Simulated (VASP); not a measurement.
# CrCuO2 (R-3m) in VASP: further runs

The runs below take CrCuO2 through single point, with PBEsol.

Program: VASP 6.6.1. These are calculated values, not measurements. Logs are shortened: lines on timing, memory, paths and dates and some standing lists are left out, and cuts for length are marked.

## Step 1: The cell of the first run

It takes space group R-3m (No. 166, trigonal). The conventional cell has a = 2.913 Å, b = 2.913 Å, c = 16.751 Å, α = 90.00°, β = 90.00°, γ = 120.00°. Within 2.6 Å of Cr (site symmetry -3m) lie 6 O at 1.95 Å. Cu (site symmetry -3m) has 2 O at 1.81 Å within 2.4 Å. Within 2.4 Å of O (site symmetry 3m) lie 1 Cu at 1.81 Å and 3 Cr at 1.95 Å.

## Step 2: Single point, PBEsol (10.26 Å³/atom)

Input file INCAR:

```
SYSTEM = CrCuO2
PREC = Accurate
ENCUT = 600
EDIFF = 1E-6
ISMEAR = -1
SIGMA = 0.08
LREAL = .False.
LASPH = .True.
NELM = 120
ALGO = Normal
ISIF = 2
LWAVE = .False.
LCHARG = .False.
GGA = PS
NBANDS = 26
GGA_COMPAT = .False.
```

Input file KPOINTS:

```
regular mesh
0
Gamma
  11 11 11
  0 0 0
```

Input file POSCAR:

```
CrCuO2
1.0
    1.4563506678      0.8408244501      5.5836408197
   -1.4563506678      0.8408244501      5.5836408197
    0.0000000000     -1.6816489002      5.5836408197
Cr Cu O
1 1 2
Direct
    0.5000000000      0.5000000000      0.5000000000
    0.0000000000      0.0000000000      0.0000000000
    0.1079200000      0.1079200000      0.1079200000
    0.8920800000      0.8920800000      0.8920800000
```

Potentials or basis: VASP PAW PBE potentials, release 64 (Cr_pv, Cu, O).

Launch:

```
> cat potpaw_PBE.64/Cr_pv/POTCAR potpaw_PBE.64/Cu/POTCAR potpaw_PBE.64/O/POTCAR > POTCAR
> mpirun -np 1 vasp_std > vasp.out
```

OUTCAR:

```text
SYSTEM = CrCuO2
   PREC = Accurate
   ENCUT = 600
   EDIFF = 1E-6
   ISMEAR = -1
   LREAL = .False.
   LASPH = .True.
   NELM = 120
   ISIF = 2
   GGA = PS

 ion  position               nearest neighbor table
   1  0.500  0.500  0.500-   3 1.95   3 1.95   4 1.95   4 1.95   3 1.95   4 1.95
   2  0.000  0.000  0.000-   3 1.81   4 1.81
   3  0.108  0.108  0.108-   2 1.81   1 1.95   1 1.95   1 1.95
   4  0.892  0.892  0.892-   2 1.81   1 1.95   1 1.95   1 1.95

  LATTYP: Found a trigonal (rhomboedric) cell.
 ALAT       =     5.8313795818
 COS(alpha) =     0.8752561078

  Lattice vectors:

 A1 = (   1.4563506678,   0.8408244501,   5.5836408197)
 A2 = (  -1.4563506678,   0.8408244501,   5.5836408197)
 A3 = (   0.0000000000,  -1.6816489002,   5.5836408197)

Analysis of symmetry for initial positions (statically):
=====================================================================
 Subroutine PRICEL returns:
 Original cell was already a primitive cell.

 Routine SETGRP: Setting up the symmetry group for a
 trigonal (rhombohedral) supercell.

 Subroutine GETGRP returns: Found 12 space group operations
 (whereof 12 operations were pure point group operations)
 out of a pool of 12 trial point group operations.

The static configuration has the point symmetry D_3d.

Analysis of symmetry for dynamics (positions and initial velocities):
=====================================================================
 Subroutine PRICEL returns:
 Original cell was already a primitive cell.

 Routine SETGRP: Setting up the symmetry group for a
 trigonal (rhombohedral) supercell.

 Subroutine GETGRP returns: Found 12 space group operations
 (whereof 12 operations were pure point group operations)
 out of a pool of 12 trial point group operations.

The dynamic configuration has the point symmetry D_3d.

 Subroutine INISYM returns: Found 12 space group operations
 (whereof 12 operations are pure point group operations),
 and found     1 'primitive' translations

----------------------------------------------------------------------------------------

                                     Primitive cell

  volume of cell :      41.0242

  direct lattice vectors                    reciprocal lattice vectors
     1.456350668  0.840824450  5.583640820     0.343323906  0.198218150  0.059698205
    -1.456350668  0.840824450  5.583640820    -0.343323906  0.198218150  0.059698205
[... 88 lines left out ...]
   NELM   =    120;   NELMIN=  2; NELMDL= -5     # of ELM steps
   EDIFF  = 0.1E-05   stopping-criterion for ELM
   LREAL  =      F    real-space projection
   EDIFFG = 0.1E-04   stopping-criterion for IOM
   NSW    =      0    number of steps for IOM
   IBRION =     -1    ionic relax: 0-MD 1-quasi-New 2-CG
   NFREE  =      0    steps in history (QN), initial steepest desc. (CG)
   ISIF   =      2    stress and relaxation
   ISYM   =      2    0-nonsym 1-usesym 2-fastsym
   POTIM  = 0.5000    time-step for ionic-motion
   TEBEG  =    0.0;   TEEND  =   0.0 temperature during run
   PSTRESS=    0.0 pullay stress
   NELECT =      35.0000    total number of electrons
   NUPDOWN=      -1.0000    fix difference up-down
   EMIN   =  10.00;   EMAX   =-10.00  energy-range for DOS
   EFERMI =   0.00;   METHOD = LEGACY
   ISMEAR =    -1;   SIGMA  =   0.08  broadening in eV -4-tet -1-fermi 0-gaus
   EFERMI_NEDOS =   21; number of points for ismear=-14 and -15
   IALGO  =     38    algorithm
   IMIX   =      4    mixing-type and parameters
     AMIX     =   0.40;   BMIX     =  1.00
     AMIX_MAG =   1.60;   BMIX_MAG =  1.00
  volume/ion in A,a.u.               =      10.26        69.21
  Fermi-wavevector in a.u.,A,eV,Ry     =   1.552688  2.934155 32.801466  2.410840
  Thomas-Fermi vector in A             =   2.657027
   LORBIT       =      0    0 simple, 1 ext, 2 COOP (PROOUT), +10 PAW based schemes
   GGA     = PS    functional components
   LHFCALC =     F    Hartree Fock is set to
   AEXX    =    0.0000 exact exchange contribution
   IVDW    =     0    specifies the selected vdW correction
   LEPSILON=     F    determine dielectric tensor
   LRPA    =     F    only Hartree local field effects (RPA)
 non-spin polarized calculation
  energy-cutoff  :      600.00
  volume of cell :       41.02
 maximum number of plane-waves:      1387
   NGX = 23   NGY = 23   NGZ = 23

 number of electron      35.0000010 magnetization

 Free energy of the ion-electron system (eV)
  ---------------------------------------------------
  ext. energy  EPLUGINS =         0.00000000
  ---------------------------------------------------
  free energy    TOTEN  =       -29.56668834 eV

  energy without entropy =      -29.46751994  energy(sigma->0) =      -29.51710414

 E-fermi :   7.1643     XC(G=0): -12.2629

 val. band max:        7.1564410622   @ k =  -0.4545   0.2727   0.1818
 cond. band min:       7.1737397851   @ k =   0.1818   0.1818   0.0000
 fundamental gap:      0.0172987230
 Fermi energy:         7.1642801245

 k-point     1 :       0.0000    0.0000    0.0000
  band No.  band energies     occupation
      1     -36.6528      2.00000
      2     -36.6528      2.00000
      3     -36.4792      2.00000
      4     -14.2012      2.00000
      5     -12.4934      2.00000
      6      -2.1676      2.00000
[... 685 lines left out ...]
     25      16.5850      0.00000
     26      17.0130      0.00000

 [... further k-points ...]

------------------------ aborting loop because EDIFF is reached ----------------------------------------

  FORCE on cell =-STRESS in cart. coord.  units (eV):
  Direction    XX          YY          ZZ          XY          YZ          ZX
  --------------------------------------------------------------------------------------
  -------------------------------------------------------------------------------------
  Total       -1.9305994     -1.9305994      4.2944256      0.0000000     -0.0000000      0.0000000
  in kB      -75.3985031    -75.3985031    167.7164449      0.0000000     -0.0000000      0.0000000
  external PRESSURE =       5.6398129 kB  Pullay stress =       0.0000000 kB

 VOLUME and BASIS-vectors are now :
 -----------------------------------------------------------------------------
  energy-cutoff  :      600.00
  volume of cell :       41.02
      direct lattice vectors                 reciprocal lattice vectors
     1.456350668  0.840824450  5.583640820     0.343323906  0.198218150  0.059698205
    -1.456350668  0.840824450  5.583640820    -0.343323906  0.198218150  0.059698205
     0.000000000 -1.681648900  5.583640820     0.000000000 -0.396436299  0.059698205

 POSITION                                       TOTAL-FORCE (eV/Angst)
 -----------------------------------------------------------------------------------
      0.00000      0.00000      8.37546         0.000000     -0.000000     -0.000000
      0.00000      0.00000      0.00000         0.000000      0.000000     -0.000000
      0.00000      0.00000      1.80776         0.000000     -0.000000     -0.519079
      0.00000      0.00000     14.94316         0.000000      0.000000      0.519079
 -----------------------------------------------------------------------------------
    total drift:                                0.000000      0.000000     -0.000000

  FREE ENERGIE OF THE ION-ELECTRON SYSTEM (eV)
  ---------------------------------------------------
  free  energy   TOTEN  =       -29.5666883413 eV

  energy  without entropy=      -29.4675199362  energy(sigma->0) =      -29.51710414
```

Wall time 16 min (1 thread of Intel Xeon 8259CL, shared host); peak memory 0.46 GiB.

Results:

```
Free energy            : -29.5667 eV
Pressure               : 0.6 GPa
Largest force          : 0.519 eV/Å
Band gap on the k mesh : zero (an odd number of electrons rules out a gap without spin polarisation)
```

Forces on the atoms (eV/Å):
```
Cr   0.000  0.000  0.000
Cu   0.000  0.000  0.000
O    0.000  0.000 -0.519
O    0.000  0.000  0.519
```

Caveat: the stress differs along the axes, from -8 to 17 GPa; the PAW data sets were made with another functional, which shifts forces and pressure a little; an odd number of electrons without spin polarisation forces a metal; a magnetic or distorted state may lie lower; the run has no spin polarisation, though such a crystal can be magnetic; semilocal functionals often make such compounds metallic where correlation or magnetic order opens a gap, which also shifts bond lengths.

## Step 3: Single point, PBEsol

This run uses another cell than the first one, of 10.91 Å³/atom.

Input file INCAR:

```
SYSTEM = CrCuO2
ALGO = Normal ; EDIFF = 1E-6
ENCUT = 600 ; GGA = PS
GGA_COMPAT = .False. ; ISIF = 2
ISMEAR = -1 ; LASPH = .True.
LCHARG = .False. ; LREAL = .False.
LWAVE = .False. ; NBANDS = 26
NELM = 120 ; PREC = Accurate
SIGMA = 0.08
```

Input file KPOINTS:

```
k-points
0
Gamma
  11 11 11
  0 0 0
```

Input file POSCAR:

```
CrCuO2
1.0
    1.4867000000      0.8583466452      5.7000000000
   -1.4867000000      0.8583466452      5.7000000000
    0.0000000000     -1.7166932904      5.7000000000
Cr Cu O
1 1 2
Direct
    0.5000000000      0.5000000000      0.5000000000
    0.0000000000      0.0000000000      0.0000000000
    0.1079200000      0.1079200000      0.1079200000
    0.8920800000      0.8920800000      0.8920800000
```

Potentials or basis: VASP PAW PBE potentials, release 64 (Cr_pv, Cu, O).

Launch:

```
> cat potpaw_PBE.64/Cr_pv/POTCAR potpaw_PBE.64/Cu/POTCAR potpaw_PBE.64/O/POTCAR > POTCAR
> mpirun -np 1 vasp_std > vasp.out
```

It took 18 min on 1 thread of Intel Xeon 8259CL, shared host; peak memory 0.47 GiB.

It converged, with:

```
Free energy            : -29.4819 eV
Pressure               : -11.0 GPa
Largest force          : 0.262 eV/Å
Band gap on the k mesh : zero (an odd number of electrons rules out a gap without spin polarisation)
```

Forces in eV/Å, atoms in the order of the input:
```
Cr   0.000  0.000  0.000
Cu   0.000  0.000  0.000
O    0.000  0.000 -0.262
O    0.000  0.000  0.262
```

Stress tensor (GPa, compression positive):
```
-16.34   0.00   0.00
  0.00 -16.34   0.00
  0.00   0.00  -0.24
```

Levels at points of the mesh, in eV from the Fermi level:
```
           k point  band 15  band 16  band 17  band 18  band 19  band 20
(0.00, 0.00, 0.00)    -2.35    -2.35    -0.59    -0.59    -0.30     1.80
```

Caveat: the stress differs along the axes, from -16 to -0 GPa; an empty level that is flat over the whole mesh can mark a ghost state of the potentials, or a narrow d or f band; the PAW data sets were made with another functional, which shifts forces and pressure a little; an odd number of electrons without spin polarisation forces a metal; a magnetic or distorted state may lie lower; the run has no spin polarisation, though such a crystal can be magnetic; semilocal functionals often make such compounds metallic where correlation or magnetic order opens a gap, which also shifts bond lengths. Spin polarisation is off, so any magnetic state and its effect on volume and gap are missing.
